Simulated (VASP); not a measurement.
# Na15S8 (a cell with a defect) in VASP: single point with PBE

Aim: the single point of Na15S8 (a cell with a defect) with PBE.

Program: VASP 6.6.1. These are calculated values, not measurements. Logs are shortened: lines on timing, memory, paths and dates and some standing lists are left out, and cuts for length are marked.

## 1. The cell of the first run

The cell holds a defect, 23 atoms: a = 9.190 Å, b = 9.190 Å, c = 9.190 Å, α = 60.00°, β = 60.00°, γ = 60.00°.

## 2. Single point, PBE (atoms taken out, then relaxed in part)

INCAR reads:

```
ALGO     = Normal         # electronic algorithm
EDIFF    = 1E-6           # SCF threshold, eV
ENCUT    = 400            # plane-wave cutoff, eV
GGA      = PE             # functional
GGA_COMPAT= F            
ISIF     = 2              # what is computed and relaxed
ISMEAR   = -1             # smearing method
LASPH    = T              # aspherical terms in the spheres
LCHARG   = F              # write CHGCAR
LREAL    = F              # projectors in reciprocal space
LWAVE    = F              # write WAVECAR
NBANDS   = 94             # bands
NELECT   = 154.0        
NELM     = 120            # most SCF steps
PREC     = Accurate       # precision mode
SIGMA    = 0.01           # smearing width, eV
```

KPOINTS reads:

```
k-points
0
Gamma
  3 3 3
```

POSCAR reads:

```
Na15S8
1.0
    0.0000000000      6.4983089786      6.4983089786
    6.4983089786      0.0000000000      6.4983089786
    6.4983089786      6.4983089786      0.0000000000
Na S
15 8
Direct
    0.1227509140      0.1227509140      0.6272490860
    0.1227509140      0.6272490860      0.1227509140
    0.1227509140      0.6272490860      0.6272490860
    0.6272490860      0.1227509140      0.1227509140
    0.6272490860      0.1227509140      0.6272490860
    0.6272490860      0.6272490860      0.1227509140
    0.6250000000      0.6250000000      0.6250000000
    0.3750000000      0.3750000000      0.3750000000
    0.3591098264      0.3591098264      0.8908901736
    0.3591098264      0.8908901736      0.3591098264
    0.3591098264      0.8908901736      0.8908901736
    0.8908901736      0.3591098264      0.3591098264
    0.8908901736      0.3591098264      0.8908901736
    0.8908901736      0.8908901736      0.3591098264
    0.8750000000      0.8750000000      0.8750000000
   -0.0039529845     -0.0039529845     -0.0039529845
   -0.0039529845     -0.0039529845      0.5118589535
   -0.0039529845      0.5118589535     -0.0039529845
    0.0009475395      0.4996841535      0.4996841535
    0.5118589535     -0.0039529845     -0.0039529845
    0.4996841535      0.0009475395      0.4996841535
    0.4996841535      0.4996841535      0.0009475395
    0.4996841535      0.4996841535      0.4996841535
```

Potentials or basis: VASP PAW PBE potentials, release 64 (Na_pv, S).

Command:

```console
$ cat potpaw_PBE.64/Na_pv/POTCAR potpaw_PBE.64/S/POTCAR > POTCAR
$ mpirun -np 1 vasp_std > vasp.out
```

OUTCAR:

```text
EDIFF = 1E-6
   ENCUT = 400
   GGA = PE
   ISIF = 2
   ISMEAR = -1
   LASPH = T
   LREAL = F
   NELECT = 154.0
   NELM = 120
   PREC = Accurate

 ion  position               nearest neighbor table
   1  0.123  0.123  0.627-  16 2.77  17 2.77
   2  0.123  0.627  0.123-  16 2.77  18 2.77
   3  0.123  0.627  0.627-  17 2.77  18 2.77
   4  0.627  0.123  0.123-  16 2.77  20 2.77
   5  0.627  0.123  0.627-  17 2.77  20 2.77
   6  0.627  0.627  0.123-  18 2.77  20 2.77
   7  0.625  0.625  0.625-
   8  0.375  0.375  0.375-
   9  0.359  0.359  0.891-  18 2.74  20 2.74
  10  0.359  0.891  0.359-  17 2.74  20 2.74
  11  0.359  0.891  0.891-  20 2.74  16 2.74
  12  0.891  0.359  0.359-  17 2.74  18 2.74
  13  0.891  0.359  0.891-  18 2.74  16 2.74
  14  0.891  0.891  0.359-  17 2.74  16 2.74
  15  0.875  0.875  0.875-  16 2.72  17 2.72  18 2.72  20 2.72
  16  0.996  0.996  0.996-  15 2.72  13 2.74  14 2.74  11 2.74   2 2.77   4 2.77   1 2.77
  17  0.996  0.996  0.512-  15 2.72  14 2.74  10 2.74  12 2.74   3 2.77   5 2.77   1 2.77
  18  0.996  0.512  0.996-  15 2.72  13 2.74   9 2.74  12 2.74   3 2.77   6 2.77   2 2.77
  19  0.001  0.500  0.500-
  20  0.512  0.996  0.996-  15 2.72  11 2.74   9 2.74  10 2.74   5 2.77   6 2.77   4 2.77
  21  0.500  0.001  0.500-
  22  0.500  0.500  0.001-
  23  0.500  0.500  0.500-

  LATTYP: Found a face centered cubic cell.
 ALAT       =    12.9966179572

  Lattice vectors:

 A1 = (   0.0000000000,   6.4983089786,   6.4983089786)
 A2 = (   6.4983089786,   0.0000000000,   6.4983089786)
 A3 = (   6.4983089786,   6.4983089786,   0.0000000000)

Analysis of symmetry for initial positions (statically):
=====================================================================
 Subroutine PRICEL returns:
 Original cell was already a primitive cell.

 Routine SETGRP: Setting up the symmetry group for a
 face centered cubic supercell.

 Subroutine GETGRP returns: Found 24 space group operations
 (whereof  6 operations were pure point group operations)
 out of a pool of 48 trial point group operations.

The static configuration has the point symmetry C_3v.
 The point group associated with its full space group is T_d .

Analysis of symmetry for dynamics (positions and initial velocities):
=====================================================================
 Subroutine PRICEL returns:
 Original cell was already a primitive cell.

 Routine SETGRP: Setting up the symmetry group for a
 face centered cubic supercell.

 Subroutine GETGRP returns: Found 24 space group operations
 (whereof  6 operations were pure point group operations)
 out of a pool of 48 trial point group operations.

The dynamic configuration has the point symmetry C_3v.
 The point group associated with its full space group is T_d .

 Subroutine INISYM returns: Found 24 space group operations
 (whereof  6 operations are pure point group operations),
 and found     1 'primitive' translations

----------------------------------------------------------------------------------------

                                     Primitive cell

  volume of cell :     548.8214

  direct lattice vectors                    reciprocal lattice vectors
     0.000000000  6.498308979  6.498308979    -0.076943094  0.076943094  0.076943094
     6.498308979  0.000000000  6.498308979     0.076943094 -0.076943094  0.076943094
     6.498308979  6.498308979  0.000000000     0.076943094  0.076943094 -0.076943094

  length of vectors
     9.189996690  9.189996690  9.189996690     0.133269348  0.133269348  0.133269348

  position of ions in fractional coordinates (direct lattice)
     0.122750914  0.122750914  0.627249086
     0.122750914  0.627249086  0.122750914
     0.122750914  0.627249086  0.627249086
     0.627249086  0.122750914  0.122750914
     0.627249086  0.122750914  0.627249086
     0.627249086  0.627249086  0.122750914
[... 15 lines left out ...]
     0.499684153  0.499684153  0.000947539
     0.499684153  0.499684153  0.499684153

  ion indices of the primitive-cell ions
   primitive index   ion index
                 1           1
                 2           2
                 3           3
                 4           4
                 5           5
                 6           6
[... 15 lines left out ...]
                22          22
                23          23

----------------------------------------------------------------------------------------

 KPOINTS: k-points

Automatic generation of k-mesh.
 Grid dimensions read from file:
 generate k-points for:    3    3    3

 Generating k-lattice:

  Cartesian coordinates                     Fractional coordinates (reciprocal lattice)
    -0.025647698  0.025647698  0.025647698     0.333333333  0.000000000  0.000000000
     0.025647698 -0.025647698  0.025647698     0.000000000  0.333333333  0.000000000
     0.025647698  0.025647698 -0.025647698     0.000000000  0.000000000  0.333333333

  Length of vectors
     0.044423116  0.044423116  0.044423116

  Shift w.r.t. Gamma in fractional coordinates (k-lattice)
     0.000000000  0.000000000  0.000000000

 Subroutine IBZKPT returns following result:
 ===========================================

 Found      4 irreducible k-points:

 Following reciprocal coordinates:
            Coordinates               Weight
  0.000000  0.000000  0.000000      1.000000
  0.333333  0.000000  0.000000      8.000000
  0.333333  0.333333  0.000000      6.000000
 -0.333333  0.333333  0.000000     12.000000
   k-points           NKPTS =      4   k-points in BZ     NKDIM =      4   number of bands    NBANDS=     94
   number of dos      NEDOS =    301   number of ions     NIONS =     23
   total plane-waves  NPLWV = 216000
   dimension x,y,z NGX =    60 NGY =   60 NGZ =   60
   dimension x,y,z NGXF=   120 NGYF=  120 NGZF=  120
   ions per type =              15   8
   NGX,Y,Z   is equivalent  to a cutoff of  10.85, 10.85, 10.85 a.u.
   NGXF,Y,Z  is equivalent  to a cutoff of  21.71, 21.71, 21.71 a.u.
 SYSTEM =  unknown system
   PREC   = accura    normal or accurate (medium, high low for compatibility)
   ISTART =      0    job   : 0-new  1-cont  2-samecut
   ICHARG =      2    charge: 1-file 2-atom 10-const
   ISPIN  =      1    spin polarized calculation?
   LNONCOLLINEAR =      F non collinear calculations
   LSORBIT =      F    spin-orbit coupling
   LASPH  =      T    aspherical Exc in radial PAW
   ENCUT  =  400.0 eV  29.40 Ry    5.42 a.u.  14.99 14.99 14.99*2*pi/ulx,y,z
   NELM   =    120;   NELMIN=  2; NELMDL= -5     # of ELM steps
   EDIFF  = 0.1E-05   stopping-criterion for ELM
   LREAL  =      F    real-space projection
   EDIFFG = 0.1E-04   stopping-criterion for IOM
   NSW    =      0    number of steps for IOM
   IBRION =     -1    ionic relax: 0-MD 1-quasi-New 2-CG
   NFREE  =      0    steps in history (QN), initial steepest desc. (CG)
   ISIF   =      2    stress and relaxation
   ISYM   =      2    0-nonsym 1-usesym 2-fastsym
   POTIM  = 0.5000    time-step for ionic-motion
   TEBEG  =    0.0;   TEEND  =   0.0 temperature during run
   PSTRESS=    0.0 pullay stress
   NELECT =     154.0000    total number of electrons
   NUPDOWN=      -1.0000    fix difference up-down
   EMIN   =  10.00;   EMAX   =-10.00  energy-range for DOS
   EFERMI =   0.00;   METHOD = LEGACY
   ISMEAR =    -1;   SIGMA  =   0.01  broadening in eV -4-tet -1-fermi 0-gaus
   EFERMI_NEDOS =   21; number of points for ismear=-14 and -15
   IALGO  =     38    algorithm
   IMIX   =      4    mixing-type and parameters
     AMIX     =   0.40;   BMIX     =  1.00
     AMIX_MAG =   1.60;   BMIX_MAG =  1.00
  volume/ion in A,a.u.               =      23.86       161.03
  Fermi-wavevector in a.u.,A,eV,Ry     =   1.071778  2.025366 15.629113  1.148707
  Thomas-Fermi vector in A             =   2.207528
   LORBIT       =      0    0 simple, 1 ext, 2 COOP (PROOUT), +10 PAW based schemes
   GGA     = PE    functional components
   LHFCALC =     F    Hartree Fock is set to
   AEXX    =    0.0000 exact exchange contribution
   IVDW    =     0    specifies the selected vdW correction
   LEPSILON=     F    determine dielectric tensor
   LRPA    =     F    only Hartree local field effects (RPA)
 non-spin polarized calculation
  energy-cutoff  :      400.00
  volume of cell :      548.82
 maximum number of plane-waves:     10001
   NGX = 29   NGY = 29   NGZ = 29

 number of electron     153.9999936 magnetization

 Free energy of the ion-electron system (eV)
  ---------------------------------------------------
  ext. energy  EPLUGINS =         0.00000000
  ---------------------------------------------------
  free energy    TOTEN  =       -75.39236694 eV

  energy without entropy =      -75.39236694  energy(sigma->0) =      -75.39236694

 E-fermi :   0.4794     XC(G=0):  -7.7927

 val. band max:        0.2290048949   @ k =   0.0000   0.0000   0.0000
 cond. band min:       2.6439157022   @ k =   0.0000   0.0000   0.0000
 fundamental gap:      2.4149108073
 Fermi energy:         0.4793844680

 k-point     1 :       0.0000    0.0000    0.0000
  band No.  band energies     occupation
      1     -22.2614      2.00000
      2     -22.2614      2.00000
      3     -22.2614      2.00000
      4     -22.2314      2.00000
      5     -22.2314      2.00000
      6     -22.2314      2.00000
[... 81 lines left out ...]
     88       6.2498      0.00000
     89       6.6255      0.00000

 k-point     2 :       0.3333    0.0000    0.0000
  band No.  band energies     occupation
      1     -22.2609      2.00000
      2     -22.2609      2.00000
      3     -22.2609      2.00000
      4     -22.2297      2.00000
      5     -22.2287      2.00000
      6     -22.2287      2.00000
[... 81 lines left out ...]
     88       6.1483      0.00000
     89       6.4559      0.00000

 k-point     3 :       0.3333    0.3333    0.0000
  band No.  band energies     occupation
      1     -22.2611      2.00000
      2     -22.2611      2.00000
      3     -22.2606      2.00000
      4     -22.2343      2.00000
      5     -22.2343      2.00000
      6     -22.2302      2.00000
[... 81 lines left out ...]
     88       6.1451      0.00000
     89       6.2227      0.00000

 k-point     4 :      -0.3333    0.3333    0.0000
  band No.  band energies     occupation
      1     -22.2607      2.00000
      2     -22.2607      2.00000
      3     -22.2606      2.00000
      4     -22.2345      2.00000
      5     -22.2341      2.00000
      6     -22.2281      2.00000
[... 81 lines left out ...]
     88       6.4394      0.00000
     89       6.5532      0.00000
 [bands above 89 left out]

------------------------ aborting loop because EDIFF is reached ----------------------------------------

  FORCE on cell =-STRESS in cart. coord.  units (eV):
  Direction    XX          YY          ZZ          XY          YZ          ZX
  --------------------------------------------------------------------------------------
  -------------------------------------------------------------------------------------
  Total        7.0244554      7.0244554      7.0244554      0.0000000     -0.0000000     -0.0000000
  in kB       20.5065299     20.5065299     20.5065299      0.0000000     -0.0000000     -0.0000000
  external PRESSURE =      20.5065299 kB  Pullay stress =       0.0000000 kB

 VOLUME and BASIS-vectors are now :
 -----------------------------------------------------------------------------
  energy-cutoff  :      400.00
  volume of cell :      548.82
      direct lattice vectors                 reciprocal lattice vectors
     0.000000000  6.498308979  6.498308979    -0.076943094  0.076943094  0.076943094
     6.498308979  0.000000000  6.498308979     0.076943094 -0.076943094  0.076943094
     6.498308979  6.498308979  0.000000000     0.076943094  0.076943094 -0.076943094

 POSITION                                       TOTAL-FORCE (eV/Angst)
 -----------------------------------------------------------------------------------
      4.87373      4.87373      1.59535         0.000000      0.000000     -0.003755
      4.87373      1.59535      4.87373         0.000000     -0.003755      0.000000
      8.15212      4.87373      4.87373         0.003755      0.000000      0.000000
      1.59535      4.87373      4.87373        -0.003755      0.000000      0.000000
      4.87373      8.15212      4.87373         0.000000      0.003755      0.000000
      4.87373      4.87373      8.15212         0.000000      0.000000      0.003755
[... 15 lines left out ...]
      3.25326      3.25326      6.49420        -0.000860     -0.000860      0.000860
      6.49420      6.49420      6.49420         0.000860      0.000860      0.000860
 -----------------------------------------------------------------------------------
    total drift:                               -0.000000     -0.000000     -0.000001

  FREE ENERGIE OF THE ION-ELECTRON SYSTEM (eV)
  ---------------------------------------------------
  free  energy   TOTEN  =       -75.3923669361 eV

  energy  without entropy=      -75.3923669361  energy(sigma->0) =      -75.39236694
```

Run time: 5.5 min. Hardware: 1 thread of Intel Xeon Platinum 8488C (Sapphire Rapids), shared host; peak memory 0.53 GiB.

What came out:

```
Free energy   : -75.3924 eV
Largest force : 0.008 eV/Å
```

Forces in eV/Å, atoms in the order of the input:
```
Na   0.000  0.000 -0.004
Na   0.000 -0.004  0.000
Na   0.004  0.000  0.000
Na  -0.004  0.000  0.000
Na   0.000  0.004  0.000
Na   0.000  0.000  0.004
Na   0.000  0.000  0.000
Na   0.000  0.000  0.000
Na   0.000  0.000 -0.003
Na   0.000 -0.003  0.000
Na   0.003  0.000  0.000
Na  -0.003  0.000  0.000
Na   0.000  0.003  0.000
Na   0.000  0.000  0.003
Na   0.000  0.000  0.000
S    0.005  0.005  0.005
S   -0.005 -0.005  0.005
S   -0.005  0.005 -0.005
S    0.001 -0.001 -0.001
S    0.005 -0.005 -0.005
S   -0.001  0.001 -0.001
S   -0.001 -0.001  0.001
S    0.001  0.001  0.001
```

Levels at points of the mesh, in eV from the Fermi level:
```tsv
k point	band 74	band 75	band 76	band 77	band 78	band 79	band 80	band 81
(0.00, 0.00, 0.00)	-0.48	-0.25	-0.25	-0.25	2.16	3.49	3.49	3.49
```

Caveat: the cell carries a net charge on a neutralising background, which shifts energy and pressure; the cell differs from its parent crystal (atoms taken out, then relaxed in part); the cell is charged against a uniform background, so pressure and absolute levels hang on convention.
